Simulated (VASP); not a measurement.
# B (P4/mmm) in VASP: settings compared

The runs below take B through single point, with PBEsol, PBE, RPBE, revPBE.

All numbers are computed with VASP 6.6.1; they aren't measurements. Logs are shortened: lines on timing, memory, paths and dates and some standing lists are left out, and cuts for length are marked.

## (1) The cell of the first run

It takes space group P4/mmm (No. 123, tetragonal). Conventional cell: a = 2.294 Å, b = 2.294 Å, c = 1.587 Å, α = 90.00°, β = 90.00°, γ = 90.00°. B (site symmetry 4/mmm) has 2 B at 1.59 Å within 2.1 Å.

## (2) Single point, PBEsol

The input, INCAR:

```
SYSTEM = B
PREC = Accurate ; ENCUT = 520
EDIFF = 1E-6 ; ISMEAR = -1
SIGMA = 0.05 ; LREAL = .False.
LASPH = .True. ; NELM = 60
ALGO = Normal ; ISIF = 2
LWAVE = .False. ; LCHARG = .False.
GGA = PS ; NBANDS = 8
```

The input, KPOINTS:

```
Automatic mesh
0
Gamma
  11 11 16
  0 0 0
```

The input, POSCAR:

```
B
1.0
    2.2937543231      0.0000000000      0.0000000000
    0.0000000000      2.2937543231      0.0000000000
    0.0000000000      0.0000000000      1.5865999932
B
1
Direct
    0.5000000000      0.5000000000      0.5000000000
```

Potentials or basis: VASP PAW PBE potentials, release 64 (B).

On the command line:

```bash
cat potpaw_PBE.64/B/POTCAR > POTCAR
mpirun -np 1 vasp_std > vasp.out
```

OUTCAR:

```text
SYSTEM = B
   PREC = Accurate
   ENCUT = 520
   EDIFF = 1E-6
   ISMEAR = -1
   LREAL = .False.
   LASPH = .True.
   NELM = 60
   ISIF = 2
   GGA = PS

 ion  position               nearest neighbor table
   1  0.500  0.500  0.500-

  LATTYP: Found a simple tetragonal cell.
 ALAT       =     2.2937543231
 C/A-ratio  =     0.6917044154

  Lattice vectors:

 A1 = (   2.2937543231,   0.0000000000,   0.0000000000)
 A2 = (   0.0000000000,   2.2937543231,   0.0000000000)
 A3 = (   0.0000000000,   0.0000000000,   1.5865999932)

Analysis of symmetry for initial positions (statically):
=====================================================================
 Subroutine PRICEL returns:
 Original cell was already a primitive cell.

 Routine SETGRP: Setting up the symmetry group for a
 simple tetragonal supercell.

 Subroutine GETGRP returns: Found 16 space group operations
 (whereof 16 operations were pure point group operations)
 out of a pool of 16 trial point group operations.

The static configuration has the point symmetry D_4h.

Analysis of symmetry for dynamics (positions and initial velocities):
=====================================================================
 Subroutine PRICEL returns:
 Original cell was already a primitive cell.

 Routine SETGRP: Setting up the symmetry group for a
 simple tetragonal supercell.

 Subroutine GETGRP returns: Found 16 space group operations
 (whereof 16 operations were pure point group operations)
 out of a pool of 16 trial point group operations.

The dynamic configuration has the point symmetry D_4h.

 Subroutine INISYM returns: Found 16 space group operations
 (whereof 16 operations are pure point group operations),
 and found     1 'primitive' translations

----------------------------------------------------------------------------------------

                                     Primitive cell

  volume of cell :       8.3476

  direct lattice vectors                    reciprocal lattice vectors
     2.293754323  0.000000000  0.000000000     0.435966481  0.000000000  0.000000000
     0.000000000  2.293754323  0.000000000     0.000000000  0.435966481  0.000000000
     0.000000000  0.000000000  1.586599993     0.000000000  0.000000000  0.630278586

  length of vectors
     2.293754323  2.293754323  1.586599993     0.435966481  0.435966481  0.630278586

  position of ions in fractional coordinates (direct lattice)
     0.500000000  0.500000000  0.500000000

  ion indices of the primitive-cell ions
   primitive index   ion index
                 1           1

----------------------------------------------------------------------------------------

 KPOINTS: Automatic mesh

Automatic generation of k-mesh.
 Grid dimensions read from file:
 generate k-points for:   11   11   16

 Generating k-lattice:

  Cartesian coordinates                     Fractional coordinates (reciprocal lattice)
     0.039633316  0.000000000  0.000000000     0.090909091  0.000000000  0.000000000
     0.000000000  0.039633316  0.000000000     0.000000000  0.090909091  0.000000000
     0.000000000  0.000000000  0.039392412     0.000000000  0.000000000  0.062500000

  Length of vectors
     0.039633316  0.039633316  0.039392412

  Shift w.r.t. Gamma in fractional coordinates (k-lattice)
     0.000000000  0.000000000  0.000000000

 Subroutine IBZKPT returns following result:
 ===========================================

 Found    189 irreducible k-points:

 Following reciprocal coordinates:
            Coordinates               Weight
  0.000000  0.000000  0.000000      1.000000
  0.090909  0.000000  0.000000      4.000000
  0.181818  0.000000  0.000000      4.000000
  0.272727  0.000000  0.000000      4.000000
  0.363636  0.000000  0.000000      4.000000
  0.454545  0.000000  0.000000      4.000000
[... 16 lines left out ...]
  0.090909  0.000000  0.062500      8.000000
  0.181818  0.000000  0.062500      8.000000
 [... further k-points ...]
   k-points           NKPTS =    189   k-points in BZ     NKDIM =    189   number of bands    NBANDS=      8
   number of dos      NEDOS =    301   number of ions     NIONS =      1
   total plane-waves  NPLWV =   3888
   dimension x,y,z NGX =    18 NGY =   18 NGZ =   12
   dimension x,y,z NGXF=    36 NGYF=   36 NGZF=   24
   ions per type =               1
   NGX,Y,Z   is equivalent  to a cutoff of  13.05, 13.05, 12.57 a.u.
   NGXF,Y,Z  is equivalent  to a cutoff of  26.09, 26.09, 25.15 a.u.
 SYSTEM =  B
   PREC   = accura    normal or accurate (medium, high low for compatibility)
   ISTART =      0    job   : 0-new  1-cont  2-samecut
   ICHARG =      2    charge: 1-file 2-atom 10-const
   ISPIN  =      1    spin polarized calculation?
   LNONCOLLINEAR =      F non collinear calculations
   LSORBIT =      F    spin-orbit coupling
   LASPH  =      T    aspherical Exc in radial PAW
   ENCUT  =  520.0 eV  38.22 Ry    6.18 a.u.   4.26  4.26  2.95*2*pi/ulx,y,z
   NELM   =     60;   NELMIN=  2; NELMDL= -5     # of ELM steps
   EDIFF  = 0.1E-05   stopping-criterion for ELM
   LREAL  =      F    real-space projection
   EDIFFG = 0.1E-04   stopping-criterion for IOM
   NSW    =      0    number of steps for IOM
   IBRION =     -1    ionic relax: 0-MD 1-quasi-New 2-CG
   NFREE  =      0    steps in history (QN), initial steepest desc. (CG)
   ISIF   =      2    stress and relaxation
   ISYM   =      2    0-nonsym 1-usesym 2-fastsym
   POTIM  = 0.5000    time-step for ionic-motion
   TEBEG  =    0.0;   TEEND  =   0.0 temperature during run
   PSTRESS=    0.0 pullay stress
   NELECT =       3.0000    total number of electrons
   NUPDOWN=      -1.0000    fix difference up-down
   EMIN   =  10.00;   EMAX   =-10.00  energy-range for DOS
   EFERMI =   0.00;   METHOD = LEGACY
   ISMEAR =    -1;   SIGMA  =   0.05  broadening in eV -4-tet -1-fermi 0-gaus
   EFERMI_NEDOS =   21; number of points for ismear=-14 and -15
   IALGO  =     38    algorithm
   IMIX   =      4    mixing-type and parameters
     AMIX     =   0.40;   BMIX     =  1.00
     AMIX_MAG =   1.60;   BMIX_MAG =  1.00
  volume/ion in A,a.u.               =       8.35        56.33
  Fermi-wavevector in a.u.,A,eV,Ry     =   1.163933  2.199515 18.432373  1.354741
  Thomas-Fermi vector in A             =   2.300477
   LORBIT       =      0    0 simple, 1 ext, 2 COOP (PROOUT), +10 PAW based schemes
   GGA     = PS    functional components
   LHFCALC =     F    Hartree Fock is set to
   AEXX    =    0.0000 exact exchange contribution
   IVDW    =     0    specifies the selected vdW correction
   LEPSILON=     F    determine dielectric tensor
   LRPA    =     F    only Hartree local field effects (RPA)
 non-spin polarized calculation
  energy-cutoff  :      520.00
  volume of cell :        8.35
 maximum number of plane-waves:       246
 NGX is ok and might be reduce to    18
   NGX =  9   NGY =  9   NGZ =  5

 number of electron       3.0000000 magnetization

 Free energy of the ion-electron system (eV)
  ---------------------------------------------------
  ext. energy  EPLUGINS =         0.00000000
  ---------------------------------------------------
  free energy    TOTEN  =        -5.96342614 eV

  energy without entropy =       -5.96214669  energy(sigma->0) =       -5.96278641

 E-fermi :   5.4547     XC(G=0): -11.3088

 val. band max:        5.3079708404   @ k =   0.3636   0.0909   0.3125
 cond. band min:       5.4848763794   @ k =   0.3636   0.3636   0.1875
 fundamental gap:      0.1769055390
 Fermi energy:         5.4546944421

 k-point     1 :       0.0000    0.0000    0.0000
  band No.  band energies     occupation
      1      -8.9579      2.00000
      2      10.3502      0.00000
      3      10.3502      0.00000
      4      20.2015      0.00000
      5      21.6668      0.00000
      6      31.5823      0.00000
      7      42.7438      0.00000
      8      42.7438      0.00000

 k-point     2 :       0.0909    0.0000    0.0000
  band No.  band energies     occupation
      1      -8.7649      2.00000
      2       8.9740      0.00000
      3      10.4812      0.00000
      4      21.0268      0.00000
      5      22.6486      0.00000
      6      31.6478      0.00000
      7      39.3825      0.00000
      8      40.7812      0.00000

 k-point     3 :       0.1818    0.0000    0.0000
  band No.  band energies     occupation
      1      -8.1869      2.00000
      2       6.2067      0.00000
      3      10.8519      0.00000
      4      21.7869      0.00000
      5      25.7524      0.00000
      6      31.8275      0.00000
      7      35.5903      0.00000
      8      38.2450      0.00000

 k-point     4 :       0.2727    0.0000    0.0000
  band No.  band energies     occupation
      1      -7.2278      2.00000
      2       3.2700      2.00000
      3      11.3874      0.00000
      4      22.6934      0.00000
      5      28.4884      0.00000
      6      32.0724      0.00000
      7      32.4319      0.00000
      8      37.3076      0.00000

 k-point     5 :       0.3636    0.0000    0.0000
  band No.  band energies     occupation
      1      -5.9009      2.00000
      2       0.5395      2.00000
      3      11.9444      0.00000
      4      23.8956      0.00000
      5      28.5491      0.00000
      6      30.1108      0.00000
      7      32.3079      0.00000
      8      39.7235      0.00000
[... 177 lines left out ...]
 k-point    22 :       0.0000    0.0000    0.0625
  band No.  band energies     occupation
      1      -8.7812      2.00000
      2      10.5570      0.00000
      3      10.5570      0.00000
      4      20.4335      0.00000
      5      21.3110      0.00000
      6      30.8152      0.00000
      7      42.9022      0.00000
      8      42.9022      0.00000

 k-point    23 :       0.0909    0.0000    0.0625
  band No.  band energies     occupation
      1      -8.5883      2.00000
      2       9.1716      0.00000
      3      10.6879      0.00000
      4      21.0778      0.00000
      5      22.4859      0.00000
      6      30.8213      0.00000
      7      39.5841      0.00000
      8      41.3175      0.00000

 k-point    24 :       0.1818    0.0000    0.0625
  band No.  band energies     occupation
      1      -8.0108      2.00000
      2       6.3965      0.00000
      3      11.0576      0.00000
      4      21.6846      0.00000
      5      25.7881      0.00000
      6      30.7825      0.00000
      7      35.8064      0.00000
      8      39.1368      0.00000

 [... further k-points ...]
[... 5 lines left out ...]
  --------------------------------------------------------------------------------------
  -------------------------------------------------------------------------------------
  Total       -0.0014424     -0.0014424      0.0204746      0.0000000      0.0000000      0.0000000
  in kB       -0.2768437     -0.2768437      3.9297446      0.0000000      0.0000000      0.0000000
  external PRESSURE =       1.1253524 kB  Pullay stress =       0.0000000 kB

 VOLUME and BASIS-vectors are now :
 -----------------------------------------------------------------------------
  energy-cutoff  :      520.00
  volume of cell :        8.35
      direct lattice vectors                 reciprocal lattice vectors
     2.293754323  0.000000000  0.000000000     0.435966481  0.000000000  0.000000000
     0.000000000  2.293754323  0.000000000     0.000000000  0.435966481  0.000000000
     0.000000000  0.000000000  1.586599993     0.000000000  0.000000000  0.630278586

 POSITION                                       TOTAL-FORCE (eV/Angst)
 -----------------------------------------------------------------------------------
      1.14688      1.14688      0.79330         0.000000      0.000000      0.000000
 -----------------------------------------------------------------------------------
    total drift:                                0.000000      0.000000     -0.000000

  FREE ENERGIE OF THE ION-ELECTRON SYSTEM (eV)
  ---------------------------------------------------
  free  energy   TOTEN  =        -5.9634261365 eV

  energy  without entropy=       -5.9621466889  energy(sigma->0) =       -5.96278641
```

Wall time 18 s (1 thread of AMD EPYC 7R13, shared host); peak memory 0.08 GiB.

Results:

```
Free energy : -5.9634 eV
Pressure    : 0.1 GPa
```

Caveat: the PAW data sets were made with another functional, which shifts forces and pressure a little.

## (3) Single point, PBE

This run uses another cell than the first one, of 8.64 Å³/atom, 1.035 times its volume.

The input, INCAR:

```
SYSTEM = B
PREC = Accurate ; ENCUT = 520
EDIFF = 1E-6 ; ISMEAR = -1
SIGMA = 0.05 ; LREAL = .False.
LASPH = .True. ; NELM = 80
ALGO = Normal ; ISIF = 2
LWAVE = .False. ; LCHARG = .False.
GGA = PE ; NBANDS = 8
```

The input, KPOINTS:

```
regular mesh
0
Gamma
  11 11 16
  0 0 0
```

The input, POSCAR:

```
B
1.0
    2.3328777790      0.0000000000      0.0000000000
    0.0000000000      2.3328777790      0.0000000000
    0.0000000000      0.0000000000      1.5871367516
B
1
Direct
    0.5000000000      0.5000000000      0.5000000000
```

Potentials or basis: VASP PAW PBE potentials, release 64 (B).

On the command line:

```bash
cat potpaw_PBE.64/B/POTCAR > POTCAR
mpirun -np 1 vasp_std > vasp.out
```

Run time: 20 s. Hardware: 1 thread of AMD EPYC 7R13, shared host; peak memory 0.08 GiB.

Results (log left out):

| Quantity | Value |
| --- | --- |
| Free energy | -5.6591 eV |
| Pressure | -0.1 GPa |

Stress tensor (GPa, compression positive):
```
-0.06  0.00  0.00
 0.00 -0.06  0.00
 0.00  0.00 -0.17
```

Levels at points of the mesh, in eV from the Fermi level:
| k point | band 1 | band 2 | band 3 | band 4 |
| --- | --- | --- | --- | --- |
| (0.00, 0.00, 0.00) | -14.09 | 4.54 | 4.54 | 14.41 |
| (0.00, 0.00, 0.50) | -6.04 | 1.26 | 13.62 | 13.62 |

(Continued in part 2 of 2.)
